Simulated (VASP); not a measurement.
# Sc in VASP: a series of runs

The runs below take Sc through single point, with PBE.

Program: VASP 6.6.1. These are calculated values, not measurements. Logs are shortened: lines on timing, memory, paths and dates and some standing lists are left out, and cuts for length are marked.

## Step 1: The cell of the first run

The cell holds a slab with vacuum, 3 atoms: a = 3.320 Å, b = 3.320 Å, c = 21.166 Å, α = 90.00°, β = 90.00°, γ = 120.00°.

## Step 2: Single point, PBE

INCAR

```
  ALGO = Normal
  DIPOL = 0.5 0.5 0.500
  EDIFF = 1E-6
  ENCUT = 520
  GGA = PE
  IDIPOL = 3
  ISIF = 2
  ISMEAR = -1
  LASPH = True
  LCHARG = False
  LDIPOL = True
  LREAL = False
  LWAVE = False
  NBANDS = 24
  NELM = 60
  PREC = Accurate
  SIGMA = 0.05
```

KPOINTS

```
k-points
0
Gamma
  13 13 1
```

POSCAR

```
Sc
1.0
    3.3200156578      0.0000000000      0.0000000000
   -1.6600078289      2.8752179006      0.0000000000
    0.0000000000      0.0000000000     21.1663000000
Sc
3
Direct
    0.0000000000      0.0000000000      0.3779592635
    0.3333333340      0.6666666660      0.5000000000
    0.0000000000      0.0000000000      0.6220407365
```

Potentials or basis: VASP PAW PBE potentials, release 64 (Sc_sv).

Launch:

```sh
$ cat potpaw_PBE.64/Sc_sv/POTCAR > POTCAR
$ mpirun -np 1 vasp_std > vasp.out
```

OUTCAR:

```text
EDIFF = 1E-6
   ENCUT = 520
   GGA = PE
   ISIF = 2
   ISMEAR = -1
   LASPH = True
   LREAL = False
   NELM = 60
   PREC = Accurate

 ion  position               nearest neighbor table
   1  0.000  0.000  0.378-   2 3.22   2 3.22   2 3.22
   2  0.333  0.667  0.500-   1 3.22   3 3.22   1 3.22   3 3.22   1 3.22   3 3.22
   3  0.000  0.000  0.622-   2 3.22   2 3.22   2 3.22

  LATTYP: Found a hexagonal cell.
 ALAT       =     3.3200156578
 C/A-ratio  =     6.3753614988

  Lattice vectors:

 A1 = (   3.3200156578,   0.0000000000,   0.0000000000)
 A2 = (  -1.6600078289,   2.8752179006,   0.0000000000)
 A3 = (   0.0000000000,   0.0000000000,  21.1663000000)

Analysis of symmetry for initial positions (statically):
=====================================================================
 Subroutine PRICEL returns:
 Original cell was already a primitive cell.

 Routine SETGRP: Setting up the symmetry group for a
 hexagonal supercell.

 Subroutine GETGRP returns: Found 12 space group operations
 (whereof 12 operations were pure point group operations)
 out of a pool of 24 trial point group operations.

The static configuration has the point symmetry D_3h.

Analysis of symmetry for dynamics (positions and initial velocities):
=====================================================================
 Subroutine PRICEL returns:
 Original cell was already a primitive cell.

 Routine SETGRP: Setting up the symmetry group for a
 hexagonal supercell.

 Subroutine GETGRP returns: Found 12 space group operations
 (whereof 12 operations were pure point group operations)
 out of a pool of 24 trial point group operations.

The dynamic configuration has the point symmetry D_3h.

 Subroutine INISYM returns: Found 12 space group operations
 (whereof 12 operations are pure point group operations),
 and found     1 'primitive' translations

----------------------------------------------------------------------------------------

                                     Primitive cell

  volume of cell :     202.0486

  direct lattice vectors                    reciprocal lattice vectors
     3.320015658  0.000000000  0.000000000     0.301203399  0.173899863  0.000000000
    -1.660007829  2.875217901  0.000000000     0.000000000  0.347799727  0.000000000
     0.000000000  0.000000000 21.166300000     0.000000000  0.000000000  0.047244913

  length of vectors
     3.320015658  3.320015658 21.166300000     0.347799727  0.347799727  0.047244913

  position of ions in fractional coordinates (direct lattice)
     0.000000000  0.000000000  0.377959264
     0.333333334  0.666666666  0.500000000
     0.000000000  0.000000000  0.622040736

  ion indices of the primitive-cell ions
   primitive index   ion index
                 1           1
                 2           2
                 3           3

----------------------------------------------------------------------------------------

 KPOINTS: k-points

Automatic generation of k-mesh.
 Grid dimensions read from file:
 generate k-points for:   13   13    1

 Generating k-lattice:

  Cartesian coordinates                     Fractional coordinates (reciprocal lattice)
     0.023169492  0.013376913  0.000000000     0.076923077  0.000000000  0.000000000
     0.000000000  0.026753825  0.000000000     0.000000000  0.076923077  0.000000000
     0.000000000  0.000000000  0.047244913     0.000000000  0.000000000  1.000000000

  Length of vectors
     0.026753825  0.026753825  0.047244913

  Shift w.r.t. Gamma in fractional coordinates (k-lattice)
     0.000000000  0.000000000  0.000000000

 Subroutine IBZKPT returns following result:
 ===========================================

 Found     21 irreducible k-points:

 Following reciprocal coordinates:
            Coordinates               Weight
  0.000000  0.000000  0.000000      1.000000
  0.076923  0.000000  0.000000      6.000000
  0.153846 -0.000000  0.000000      6.000000
  0.230769 -0.000000  0.000000      6.000000
  0.307692 -0.000000  0.000000      6.000000
  0.384615 -0.000000  0.000000      6.000000
[... 13 lines left out ...]
  0.384615  0.230769  0.000000      6.000000
  0.307692  0.307692  0.000000      6.000000
   k-points           NKPTS =     21   k-points in BZ     NKDIM =     21   number of bands    NBANDS=     24
   number of dos      NEDOS =    301   number of ions     NIONS =      3
   total plane-waves  NPLWV = 125440
   dimension x,y,z NGX =    28 NGY =   28 NGZ =  160
   dimension x,y,z NGXF=    56 NGYF=   56 NGZF=  320
   ions per type =               3
   NGX,Y,Z   is equivalent  to a cutoff of  14.02, 14.02, 12.57 a.u.
   NGXF,Y,Z  is equivalent  to a cutoff of  28.04, 28.04, 25.13 a.u.
 SYSTEM =  unknown system
   PREC   = accura    normal or accurate (medium, high low for compatibility)
   ISTART =      0    job   : 0-new  1-cont  2-samecut
   ICHARG =      2    charge: 1-file 2-atom 10-const
   ISPIN  =      1    spin polarized calculation?
   LNONCOLLINEAR =      F non collinear calculations
   LSORBIT =      F    spin-orbit coupling
   LASPH  =      T    aspherical Exc in radial PAW
   ENCUT  =  520.0 eV  38.22 Ry    6.18 a.u.   6.17  6.17 39.36*2*pi/ulx,y,z
   NELM   =     60;   NELMIN=  2; NELMDL= -5     # of ELM steps
   EDIFF  = 0.1E-05   stopping-criterion for ELM
   LREAL  =      F    real-space projection
   EDIFFG = 0.1E-04   stopping-criterion for IOM
   NSW    =      0    number of steps for IOM
   IBRION =     -1    ionic relax: 0-MD 1-quasi-New 2-CG
   NFREE  =      0    steps in history (QN), initial steepest desc. (CG)
   ISIF   =      2    stress and relaxation
   ISYM   =      2    0-nonsym 1-usesym 2-fastsym
   POTIM  = 0.5000    time-step for ionic-motion
   TEBEG  =    0.0;   TEEND  =   0.0 temperature during run
   PSTRESS=    0.0 pullay stress
   NELECT =      33.0000    total number of electrons
   NUPDOWN=      -1.0000    fix difference up-down
   EMIN   =  10.00;   EMAX   =-10.00  energy-range for DOS
   EFERMI =   0.00;   METHOD = LEGACY
   ISMEAR =    -1;   SIGMA  =   0.05  broadening in eV -4-tet -1-fermi 0-gaus
   EFERMI_NEDOS =   21; number of points for ismear=-14 and -15
   IALGO  =     38    algorithm
   IMIX   =      4    mixing-type and parameters
     AMIX     =   0.40;   BMIX     =  1.00
     AMIX_MAG =   1.60;   BMIX_MAG =  1.00
  volume/ion in A,a.u.               =      67.35       454.50
  Fermi-wavevector in a.u.,A,eV,Ry     =   0.894872  1.691063 10.895487  0.800796
  Thomas-Fermi vector in A             =   2.017132
   LORBIT       =      0    0 simple, 1 ext, 2 COOP (PROOUT), +10 PAW based schemes
   GGA     = PE    functional components
   LHFCALC =     F    Hartree Fock is set to
   AEXX    =    0.0000 exact exchange contribution
   IVDW    =     0    specifies the selected vdW correction
   LEPSILON=     F    determine dielectric tensor
   LRPA    =     F    only Hartree local field effects (RPA)
 non-spin polarized calculation
  energy-cutoff  :      520.00
  volume of cell :      202.05
 maximum number of plane-waves:      5467
 NGX is ok and might be reduce to    28
   NGX = 13   NGY = 13   NGZ = 79

 dipolmoment           0.000000      0.000000      0.000000 electrons x Angstroem

 number of electron      33.0000005 magnetization

 dipolmoment           0.000000      0.000000     -0.000000 electrons x Angstroem

 Free energy of the ion-electron system (eV)
  ---------------------------------------------------
  ext. energy  EPLUGINS =         0.00000000
  ---------------------------------------------------
  free energy    TOTEN  =       -17.27584912 eV

  energy without entropy =      -17.21004980  energy(sigma->0) =      -17.24294946

 E-fermi :  -0.6755     XC(G=0):  -4.5438

 val. band max:       -0.7080446332   @ k =   0.2308  -0.0000   0.0000
 cond. band min:      -0.6609097024   @ k =   0.2308   0.0769   0.0000
 fundamental gap:      0.0471349309
 Fermi energy:        -0.6754966888

 k-point     1 :       0.0000    0.0000    0.0000
  band No.  band energies     occupation
      1     -50.4864      2.00000
      2     -50.4853      2.00000
      3     -49.9526      2.00000
      4     -29.2127      2.00000
      5     -29.1760      2.00000
      6     -28.9514      2.00000
[... 16 lines left out ...]
     23       0.8178      0.00000
     24       1.0893      0.00000

 k-point     2 :       0.0769    0.0000    0.0000
  band No.  band energies     occupation
      1     -50.4845      2.00000
      2     -50.4835      2.00000
      3     -49.9509      2.00000
      4     -29.2090      2.00000
      5     -29.1745      2.00000
      6     -28.9662      2.00000
[... 16 lines left out ...]
     23       0.8587      0.00000
     24       1.0683      0.00000

 k-point     3 :       0.1538   -0.0000    0.0000
  band No.  band energies     occupation
      1     -50.4794      2.00000
      2     -50.4785      2.00000
      3     -49.9460      2.00000
      4     -29.1985      2.00000
      5     -29.1706      2.00000
      6     -29.0093      2.00000
[... 16 lines left out ...]
     23       1.0312      0.00000
     24       1.0917      0.00000
[... 433 lines left out ...]
 k-point    20 :       0.3846    0.2308    0.0000
  band No.  band energies     occupation
      1     -50.4508      2.00000
      2     -50.4507      2.00000
      3     -49.9190      2.00000
      4     -29.1736      2.00000
      5     -29.1654      2.00000
      6     -29.1506      2.00000
[... 16 lines left out ...]
     23       1.4239      0.00000
     24       2.0749      0.00000

 k-point    21 :       0.3077    0.3077    0.0000
  band No.  band energies     occupation
      1     -50.4501      2.00000
      2     -50.4501      2.00000
      3     -49.9184      2.00000
      4     -29.1537      2.00000
      5     -29.1501      2.00000
      6     -29.1458      2.00000
[... 16 lines left out ...]
     23       1.4985      0.00000
     24       2.0569      0.00000

------------------------ aborting loop because EDIFF is reached ----------------------------------------

 vacuum level on the upper side and lower side of the slab       (xc-potential included)        -0.230        -0.230

  FORCE on cell =-STRESS in cart. coord.  units (eV):
  Direction    XX          YY          ZZ          XY          YZ          ZX
  --------------------------------------------------------------------------------------
  -------------------------------------------------------------------------------------
  Total       -0.9928201     -0.9928201     -0.8371242      0.0000000      0.0000000     -0.0000000
  in kB       -7.8727286     -7.8727286     -6.6381127      0.0000000      0.0000000     -0.0000000
  external PRESSURE =      -7.4611900 kB  Pullay stress =       0.0000000 kB

 VOLUME and BASIS-vectors are now :
 -----------------------------------------------------------------------------
  energy-cutoff  :      520.00
  volume of cell :      202.05
      direct lattice vectors                 reciprocal lattice vectors
     3.320015658  0.000000000  0.000000000     0.301203399  0.173899863  0.000000000
    -1.660007829  2.875217901  0.000000000     0.000000000  0.347799727  0.000000000
     0.000000000  0.000000000 21.166300000     0.000000000  0.000000000  0.047244913

 POSITION                                       TOTAL-FORCE (eV/Angst)
 -----------------------------------------------------------------------------------
      0.00000      0.00000      8.00000        -0.000000      0.000000      0.156783
      0.00000      1.91681     10.58315         0.000000     -0.000000      0.000000
      0.00000      0.00000     13.16630        -0.000000      0.000000     -0.156783
 -----------------------------------------------------------------------------------
    total drift:                               -0.000004      0.000002     -0.000000

  FREE ENERGIE OF THE ION-ELECTRON SYSTEM (eV)
  ---------------------------------------------------
  free  energy   TOTEN  =       -17.2758491198 eV

  energy  without entropy=      -17.2100497970  energy(sigma->0) =      -17.24294946

 vacuum level on the upper side and lower side of the slab         2.628         2.628
```

It took 2.1 min on 1 thread of Intel Xeon Platinum 8488C (Sapphire Rapids), shared host; peak memory 0.36 GiB.

Results:

| Property | Result |
| --- | --- |
| Free energy | -17.2758 eV |
| Largest force | 0.157 eV/Å |
| Band gap on the k mesh | zero (an odd number of electrons rules out a gap without spin polarisation) |

Forces in eV/Å, atoms in the order of the input:
```
Sc   0.000  0.000  0.157
Sc   0.000  0.000  0.000
Sc   0.000  0.000 -0.157
```

Levels at points of the mesh, in eV from the Fermi level:
```tsv
k point	band 15	band 16	band 17	band 18	band 19	band 20
(0.00, 0.00, 0.00)	-2.25	0.05	0.10	0.74	1.35	1.35
```

## Step 3: Single point, PBE

INCAR

```
PREC = Accurate
ENCUT = 520
EDIFF = 1E-7
ISMEAR = -1
SIGMA = 0.05
LREAL = F
LASPH = T
NELM = 100
ALGO = Normal
ISIF = 2
LWAVE = F
LCHARG = F
LDIPOL = T
IDIPOL = 3
DIPOL = 0.5 0.5 0.500
GGA = PE
NBANDS = 24
```

KPOINTS

```
regular mesh
0
Gamma
  13 13 1
```

POSCAR

```
Sc
1.0
    3.3200156578      0.0000000000      0.0000000000
   -1.6600078289      2.8752179006      0.0000000000
    0.0000000000      0.0000000000     21.1663000000
Sc
3
Direct
    0.0000000000      0.0000000000      0.3818623785
    0.3333333333      0.6666666667      0.4999999217
    0.0000000000      0.0000000000      0.6181376998
```

Potentials or basis: VASP PAW PBE potentials, release 64 (Sc_sv).

Launch:

```sh
$ cat potpaw_PBE.64/Sc_sv/POTCAR > POTCAR
$ mpirun -np 1 vasp_std > vasp.out
```

Run time: 2.5 min. Hardware: 1 thread of Intel Xeon Platinum 8488C (Sapphire Rapids), shared host; peak memory 0.36 GiB.

It converged, with:

- Free energy: -17.2891 eV
- Largest force: 0.004 eV/Å
- Band gap on the k mesh: zero (an odd number of electrons rules out a gap without spin polarisation)

Forces on the atoms (eV/Å):
```
Sc   0.000  0.000 -0.004
Sc   0.000  0.000  0.000
Sc   0.000  0.000  0.004
```

Levels at points of the mesh, in eV from the Fermi level:
```csv
k point,band 14,band 15,band 16,band 17,band 18,band 19,band 20,band 21
"(0.00, 0.00, 0.00)",-3.65,-2.20,0.03,0.12,0.94,1.33,1.33,1.44
```

## Step 4: Single point, PBE

INCAR

```
SYSTEM = Sc
ALGO = Normal
DIPOL = 0.5 0.5 0.500
EDIFF = 1E-6
EFIELD = -0.1
ENCUT = 520
GGA = PE
IDIPOL = 3
ISIF = 2
ISMEAR = -1
LASPH = .True.
LCHARG = .False.
LDIPOL = .True.
LREAL = .False.
LWAVE = .False.
NBANDS = 24
NELM = 100
PREC = Accurate
SIGMA = 0.05
```

KPOINTS

```
k-points
0
Gamma
  13 13 1
  0 0 0
```

POSCAR is that of step 3.

Potentials or basis: VASP PAW PBE potentials, release 64 (Sc_sv).

Launch:

```sh
$ cat potpaw_PBE.64/Sc_sv/POTCAR > POTCAR
$ mpirun -np 1 vasp_std > vasp.out
```

OUTCAR:

```text
SYSTEM = Sc
   EDIFF = 1E-6
   ENCUT = 520
   GGA = PE
   ISIF = 2
   ISMEAR = -1
   LASPH = .True.
   LREAL = .False.
   NELM = 100
   PREC = Accurate

 ion  position               nearest neighbor table
   1  0.000  0.000  0.382-   2 3.15   2 3.15   2 3.15
   2  0.333  0.667  0.500-   1 3.15   1 3.15   1 3.15   3 3.15   3 3.15   3 3.15
   3  0.000  0.000  0.618-   2 3.15   2 3.15   2 3.15

  LATTYP: Found a hexagonal cell.
 ALAT       =     3.3200156578
 C/A-ratio  =     6.3753614988

[... 762 lines left out ...]
  Direction    XX          YY          ZZ          XY          YZ          ZX
  --------------------------------------------------------------------------------------
  -------------------------------------------------------------------------------------
  Total       -0.5679496     -0.5679496     -0.0133475      0.0000000      0.0000000      0.0000000
  in kB       -4.5036489     -4.5036489     -0.1058410      0.0000000      0.0000000      0.0000000
  external PRESSURE =      -3.0377129 kB  Pullay stress =       0.0000000 kB

 VOLUME and BASIS-vectors are now :
 -----------------------------------------------------------------------------
  energy-cutoff  :      520.00
  volume of cell :      202.05
      direct lattice vectors                 reciprocal lattice vectors
     3.320015658  0.000000000  0.000000000     0.301203399  0.173899863  0.000000000
    -1.660007829  2.875217901  0.000000000     0.000000000  0.347799727  0.000000000
     0.000000000  0.000000000 21.166300000     0.000000000  0.000000000  0.047244913

 POSITION                                       TOTAL-FORCE (eV/Angst)
 -----------------------------------------------------------------------------------
      0.00000      0.00000      8.08261         0.000000      0.000000     -0.007118
     -0.00000      1.91681     10.58315        -0.000000     -0.000000      0.006544
      0.00000      0.00000     13.08369         0.000000      0.000000      0.000575
 -----------------------------------------------------------------------------------
    total drift:                                0.000000     -0.000000     -0.000081

  FREE ENERGIE OF THE ION-ELECTRON SYSTEM (eV)
  ---------------------------------------------------
  free  energy   TOTEN  =       -17.2918361147 eV

  energy  without entropy=      -17.2275161587  energy(sigma->0) =      -17.25967614

 vacuum level on the upper side and lower side of the slab         3.164         2.097
```

OSZICAR:

```text
N       E                     dE             d eps       ncg     rms          rms(c)
DAV:   1     0.628848684104E+03    0.62885E+03   -0.14205E+04  1112   0.114E+03
DAV:   2     0.552995421419E+01   -0.62332E+03   -0.61494E+03  1408   0.587E+02
DAV:   3    -0.200306835292E+02   -0.25561E+02   -0.24809E+02  1576   0.173E+02
[... 19 lines left out ...]
DAV:  23    -0.172918186422E+02   -0.12319E-04   -0.86755E-07  1080   0.592E-03    0.985E-04
DAV:  24    -0.172918269765E+02   -0.83343E-05   -0.37185E-07  1088   0.450E-03    0.703E-04
DAV:  25    -0.172918331270E+02   -0.61505E-05   -0.43391E-07  1056   0.341E-03    0.595E-04
DAV:  26    -0.172918352200E+02   -0.20930E-05   -0.13335E-07  1024   0.306E-03    0.547E-04
DAV:  27    -0.172918361147E+02   -0.89473E-06   -0.90330E-08  1008   0.208E-03
   1 F= -.17291836E+02 E0= -.17259676E+02  d E =-.643200E-01
```

Wall time 2.6 min (1 thread of Intel Xeon Platinum 8488C (Sapphire Rapids), shared host); peak memory 0.37 GiB.

Results:

| Item | Value |
| --- | --- |
| Free energy | -17.2918 eV |
| Largest force | 0.007 eV/Å |
| Band gap on the k mesh | zero (an odd number of electrons rules out a gap without spin polarisation) |

Forces in eV/Å, atoms in the order of the input:
```
Sc   0.000  0.000 -0.007
Sc   0.000  0.000  0.007
Sc   0.000  0.000  0.001
```

(Continued in part 2 of 2.)
